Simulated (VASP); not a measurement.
# Os (I4_1/amd) in VASP: single point with PBE

Aim: the single point of Os with PBE.

Program: VASP 6.6.1. These are calculated values, not measurements. Logs are shortened: lines on timing, memory, paths and dates and some standing lists are left out, and cuts for length are marked.

## Step 1: The cell of the first run

Symmetry: I4_1/amd, No. 141, tetragonal system. The conventional cell has a = 4.904 Å, b = 4.904 Å, c = 2.676 Å, α = 90.00°, β = 90.00°, γ = 90.00°. Within 3.4 Å of Os (site symmetry -4m2) lie 10 Os at 2.54 to 3.17 Å.

## Step 2: Single point, PBE

INCAR reads:

```
SYSTEM = Os
PREC     = Accurate       ! precision mode
ENCUT    = 560            ! plane-wave cutoff, eV
EDIFF    = 1E-6           ! SCF threshold, eV
ISMEAR   = 0              ! smearing method
SIGMA    = 0.1            ! smearing width, eV
LREAL    = .FALSE.        ! projectors in reciprocal space
LASPH    = .TRUE.         ! aspherical terms in the spheres
NELM     = 120            ! most SCF steps
ALGO     = Normal         ! electronic algorithm
ISIF     = 2              ! what is computed and relaxed
LWAVE    = .FALSE.        ! write WAVECAR
LCHARG   = .FALSE.        ! write CHGCAR
GGA      = PE             ! functional
NBANDS   = 23             ! bands
GGA_COMPAT= .FALSE.
```

KPOINTS reads:

```
Automatic mesh
0
G
  8 8 8
  0 0 0
```

POSCAR reads:

```
Os
1.0
   -2.4521037628      2.4521037628      1.3380230008
    2.4521037628     -2.4521037628      1.3380230008
    2.4521037628      2.4521037628     -1.3380230008
Os
2
Direct
    0.0000000000      0.0000000000      0.0000000000
    0.7500000000      0.2500000000      0.5000000000
```

Potentials or basis: VASP PAW PBE potentials, release 64 (Os_sv_GW).

On the command line:

```sh
$ cat potpaw_PBE.64/Os_sv_GW/POTCAR > POTCAR
$ mpirun -np 1 vasp_std > vasp.out
```

OUTCAR:

```text
SYSTEM = Os
   PREC = Accurate
   ENCUT = 560
   EDIFF = 1E-6
   ISMEAR = 0
   LREAL = .FALSE.
   LASPH = .TRUE.
   NELM = 120
   ISIF = 2
   GGA = PE

 ion  position               nearest neighbor table
   1  0.000  0.000  0.000-   2 2.54   2 2.54   2 2.54   2 2.54   2 3.17   2 3.17   2 3.17   2 3.17

   2  0.750  0.250  0.500-   1 2.54   1 2.54   1 2.54   1 2.54   1 3.17   1 3.17   1 3.17   1 3.17

  LATTYP: Found a body centered tetragonal cell.
 ALAT       =     4.9042075256
 C/A-ratio  =     0.5456632876

  Lattice vectors:

 A1 = (  -2.4521037628,   2.4521037628,   1.3380230008)
 A2 = (   2.4521037628,  -2.4521037628,   1.3380230008)
 A3 = (   2.4521037628,   2.4521037628,  -1.3380230008)

Analysis of symmetry for initial positions (statically):
=====================================================================
 Subroutine PRICEL returns:
 Original cell was already a primitive cell.

 Routine SETGRP: Setting up the symmetry group for a
 body centered tetragonal supercell.

 Subroutine GETGRP returns: Found 16 space group operations
 (whereof  8 operations were pure point group operations)
 out of a pool of 16 trial point group operations.

The static configuration has the point symmetry D_2d.
 The point group associated with its full space group is D_4h.

Analysis of symmetry for dynamics (positions and initial velocities):
=====================================================================
 Subroutine PRICEL returns:
 Original cell was already a primitive cell.

 Routine SETGRP: Setting up the symmetry group for a
 body centered tetragonal supercell.

 Subroutine GETGRP returns: Found 16 space group operations
 (whereof  8 operations were pure point group operations)
 out of a pool of 16 trial point group operations.

The dynamic configuration has the point symmetry D_2d.
 The point group associated with its full space group is D_4h.

 Subroutine INISYM returns: Found 16 space group operations
 (whereof  8 operations are pure point group operations),
 and found     1 'primitive' translations

----------------------------------------------------------------------------------------

                                     Primitive cell

  volume of cell :      32.1811

  direct lattice vectors                    reciprocal lattice vectors
    -2.452103763  2.452103763  1.338023001     0.000000000  0.203906542  0.373685654
     2.452103763 -2.452103763  1.338023001     0.203906542  0.000000000  0.373685654
     2.452103763  2.452103763 -1.338023001     0.203906542  0.203906542  0.000000000

  length of vectors
     3.716978784  3.716978784  3.716978784     0.425698069  0.425698069  0.288367398

  position of ions in fractional coordinates (direct lattice)
     0.000000000  0.000000000  0.000000000
     0.750000000  0.250000000  0.500000000

  ion indices of the primitive-cell ions
   primitive index   ion index
                 1           1
                 2           2

----------------------------------------------------------------------------------------

 KPOINTS: Automatic mesh

Automatic generation of k-mesh.
 Grid dimensions read from file:
 generate k-points for:    8    8    8

 Generating k-lattice:

  Cartesian coordinates                     Fractional coordinates (reciprocal lattice)
     0.000000000  0.025488318  0.046710707     0.125000000 -0.000000000  0.000000000
     0.025488318  0.000000000  0.046710707    -0.000000000  0.125000000  0.000000000
     0.025488318  0.025488318  0.000000000     0.000000000  0.000000000  0.125000000

  Length of vectors
     0.053212259  0.053212259  0.036045925

  Shift w.r.t. Gamma in fractional coordinates (k-lattice)
     0.000000000  0.000000000  0.000000000

 Subroutine IBZKPT returns following result:
 ===========================================

 Found     59 irreducible k-points:

 Following reciprocal coordinates:
            Coordinates               Weight
  0.000000  0.000000  0.000000      1.000000
  0.125000  0.000000  0.000000      8.000000
  0.250000  0.000000  0.000000      8.000000
  0.375000  0.000000 -0.000000      8.000000
  0.500000  0.000000  0.000000      4.000000
  0.125000  0.125000  0.000000      8.000000
[... 16 lines left out ...]
  0.250000  0.125000  0.125000     16.000000
  0.375000  0.125000  0.125000      8.000000
 [... further k-points ...]
   k-points           NKPTS =     59   k-points in BZ     NKDIM =     59   number of bands    NBANDS=     23
   number of dos      NEDOS =    301   number of ions     NIONS =      2
   total plane-waves  NPLWV =  27000
   dimension x,y,z NGX =    30 NGY =   30 NGZ =   30
   dimension x,y,z NGXF=    60 NGYF=   60 NGZF=   60
   ions per type =               2
   NGX,Y,Z   is equivalent  to a cutoff of  13.42, 13.42, 13.42 a.u.
   NGXF,Y,Z  is equivalent  to a cutoff of  26.84, 26.84, 26.84 a.u.
 SYSTEM =  Os
   PREC   = accura    normal or accurate (medium, high low for compatibility)
   ISTART =      0    job   : 0-new  1-cont  2-samecut
   ICHARG =      2    charge: 1-file 2-atom 10-const
   ISPIN  =      1    spin polarized calculation?
   LNONCOLLINEAR =      F non collinear calculations
   LSORBIT =      F    spin-orbit coupling
   LASPH  =      T    aspherical Exc in radial PAW
   ENCUT  =  560.0 eV  41.16 Ry    6.42 a.u.   7.17  7.17  7.17*2*pi/ulx,y,z
   NELM   =    120;   NELMIN=  2; NELMDL= -5     # of ELM steps
   EDIFF  = 0.1E-05   stopping-criterion for ELM
   LREAL  =      F    real-space projection
   EDIFFG = 0.1E-04   stopping-criterion for IOM
   NSW    =      0    number of steps for IOM
   IBRION =     -1    ionic relax: 0-MD 1-quasi-New 2-CG
   NFREE  =      0    steps in history (QN), initial steepest desc. (CG)
   ISIF   =      2    stress and relaxation
   ISYM   =      2    0-nonsym 1-usesym 2-fastsym
   POTIM  = 0.5000    time-step for ionic-motion
   TEBEG  =    0.0;   TEEND  =   0.0 temperature during run
   PSTRESS=    0.0 pullay stress
   NELECT =      32.0000    total number of electrons
   NUPDOWN=      -1.0000    fix difference up-down
   EMIN   =  10.00;   EMAX   =-10.00  energy-range for DOS
   EFERMI =   0.00;   METHOD = LEGACY
   ISMEAR =     0;   SIGMA  =   0.10  broadening in eV -4-tet -1-fermi 0-gaus
   EFERMI_NEDOS =   21; number of points for ismear=-14 and -15
   IALGO  =     38    algorithm
   IMIX   =      4    mixing-type and parameters
     AMIX     =   0.40;   BMIX     =  1.00
     AMIX_MAG =   1.60;   BMIX_MAG =  1.00
  volume/ion in A,a.u.               =      16.09       108.58
  Fermi-wavevector in a.u.,A,eV,Ry     =   1.634021  3.087853 36.327908  2.670026
  Thomas-Fermi vector in A             =   2.725730
   LORBIT       =      0    0 simple, 1 ext, 2 COOP (PROOUT), +10 PAW based schemes
   GGA     = PE    functional components
   LHFCALC =     F    Hartree Fock is set to
   AEXX    =    0.0000 exact exchange contribution
   IVDW    =     0    specifies the selected vdW correction
   LEPSILON=     F    determine dielectric tensor
   LRPA    =     F    only Hartree local field effects (RPA)
 non-spin polarized calculation
 Gauss-broadening in eV      SIGMA  =   0.10
  energy-cutoff  :      560.00
  volume of cell :       32.18
 maximum number of plane-waves:       980
 NGX is ok and might be reduce to    30
   NGX = 15   NGY = 15   NGZ = 15

 number of electron      31.9999998 magnetization

 Free energy of the ion-electron system (eV)
  ---------------------------------------------------
  ext. energy  EPLUGINS =         0.00000000
  ---------------------------------------------------
  free energy    TOTEN  =       -22.36076698 eV

  energy without entropy =      -22.34288977  energy(sigma->0) =      -22.35182838

 E-fermi :  11.3685     XC(G=0): -13.6282

 val. band max:       11.3657140491   @ k =  -0.3750   0.2500   0.0000
 cond. band min:      11.3803075173   @ k =  -0.2500   0.2500   0.0000
 fundamental gap:      0.0145934682
 Fermi energy:        11.3685399093

 k-point     1 :       0.0000    0.0000    0.0000
  band No.  band energies     occupation
      1     -75.0448      2.00000
      2     -74.8916      2.00000
      3     -34.7946      2.00000
      4     -34.7946      2.00000
      5     -34.0321      2.00000
      6     -34.0168      2.00000
[... 15 lines left out ...]
     22      25.3367      0.00000
     23      27.0179      0.00000

 k-point     2 :       0.1250    0.0000    0.0000
  band No.  band energies     occupation
      1     -75.0342      2.00000
      2     -74.8905      2.00000
      3     -34.7870      2.00000
      4     -34.7506      2.00000
      5     -34.1334      2.00000
      6     -34.1138      2.00000
[... 15 lines left out ...]
     22      25.6024      0.00000
     23      27.1328      0.00000

 k-point     3 :       0.2500    0.0000    0.0000
  band No.  band energies     occupation
      1     -75.0082      2.00000
      2     -74.8900      2.00000
      3     -34.7690      2.00000
      4     -34.6577      2.00000
      5     -34.3734      2.00000
      6     -34.3119      2.00000
[... 15 lines left out ...]
     22      25.3142      0.00000
     23      26.1656      0.00000

 k-point     4 :       0.3750    0.0000   -0.0000
  band No.  band energies     occupation
      1     -74.9790      2.00000
      2     -74.8922      2.00000
      3     -34.7503      2.00000
      4     -34.6855      2.00000
      5     -34.5929      2.00000
      6     -34.3647      2.00000
[... 15 lines left out ...]
     22      21.3575      0.00000
     23      25.1637      0.00000

 k-point     5 :       0.5000    0.0000    0.0000
  band No.  band energies     occupation
      1     -74.9653      2.00000
      2     -74.8949      2.00000
      3     -34.7588      2.00000
      4     -34.7424      2.00000
      5     -34.6757      2.00000
      6     -34.2866      2.00000
[... 434 lines left out ...]
 k-point    22 :       0.1250    0.1250    0.1250
  band No.  band energies     occupation
      1     -74.9979      2.00000
      2     -74.9002      2.00000
      3     -34.6882      2.00000
      4     -34.6513      2.00000
      5     -34.3749      2.00000
      6     -34.3113      2.00000
[... 15 lines left out ...]
     22      24.8438      0.00000
     23      25.7586      0.00000

 k-point    23 :       0.2500    0.1250    0.1250
  band No.  band energies     occupation
      1     -74.9691      2.00000
      2     -74.9020      2.00000
      3     -34.7488      2.00000
      4     -34.6409      2.00000
      5     -34.5420      2.00000
      6     -34.3630      2.00000
[... 15 lines left out ...]
     22      21.4589      0.00000
     23      25.1740      0.00000

 k-point    24 :       0.3750    0.1250    0.1250
  band No.  band energies     occupation
      1     -74.9548      2.00000
      2     -74.9052      2.00000
      3     -34.8080      2.00000
      4     -34.7051      2.00000
      5     -34.5631      2.00000
      6     -34.2673      2.00000
[... 15 lines left out ...]
     22      18.4989      0.00000
     23      24.8401      0.00000

 [... further k-points ...]

------------------------ aborting loop because EDIFF is reached ----------------------------------------

  FORCE on cell =-STRESS in cart. coord.  units (eV):
  Direction    XX          YY          ZZ          XY          YZ          ZX
  --------------------------------------------------------------------------------------
  -------------------------------------------------------------------------------------
  Total       -0.2776581     -0.2776581     -0.2535761      0.0000000     -0.0000000      0.0000000
  in kB      -13.8235543    -13.8235543    -12.6246006      0.0000000     -0.0000000      0.0000000
  external PRESSURE =     -13.4239031 kB  Pullay stress =       0.0000000 kB

 VOLUME and BASIS-vectors are now :
 -----------------------------------------------------------------------------
  energy-cutoff  :      560.00
  volume of cell :       32.18
      direct lattice vectors                 reciprocal lattice vectors
    -2.452103763  2.452103763  1.338023001     0.000000000  0.203906542  0.373685654
     2.452103763 -2.452103763  1.338023001     0.203906542  0.000000000  0.373685654
     2.452103763  2.452103763 -1.338023001     0.203906542  0.203906542  0.000000000

 POSITION                                       TOTAL-FORCE (eV/Angst)
 -----------------------------------------------------------------------------------
      0.00000      0.00000      0.00000        -0.000000      0.000000     -0.000000
      0.00000      2.45210      0.66901         0.000000     -0.000000      0.000000
 -----------------------------------------------------------------------------------
    total drift:                                0.000000     -0.000000      0.000000

  FREE ENERGIE OF THE ION-ELECTRON SYSTEM (eV)
  ---------------------------------------------------
  free  energy   TOTEN  =       -22.3607669840 eV

  energy  without entropy=      -22.3428897726  energy(sigma->0) =      -22.35182838
```

Wall time 29 s (1 thread of AMD EPYC 9R45 (Zen 5), shared host); peak memory 0.17 GiB.

What came out:

```
Free energy            : -22.3608 eV
Pressure               : -1.3 GPa
Band gap on the k mesh : zero (bands 16 and 17 overlap by 1.38 eV)
```

Levels at points of the mesh, in eV from the Fermi level:
```
           k point  band 13  band 14  band 15  band 16  band 17  band 18  band 19  band 20
(0.00, 0.00, 0.00)    -4.01    -0.11    -0.11    -0.05    -0.05     2.52     4.02     5.28
(0.50, 0.00, 0.00)    -2.12    -1.78    -1.27     0.15     1.25     1.57     4.14     6.63
(0.50, 0.50, 0.00)    -3.00    -3.00    -1.32    -1.32     1.02     1.02     1.42     1.42
(0.50, 0.50, 0.50)    -0.93    -0.93    -0.76    -0.76     0.31     0.31     0.40     0.40
```

Caveat: spin-orbit coupling is left out, which moves the levels of the heavy elements.
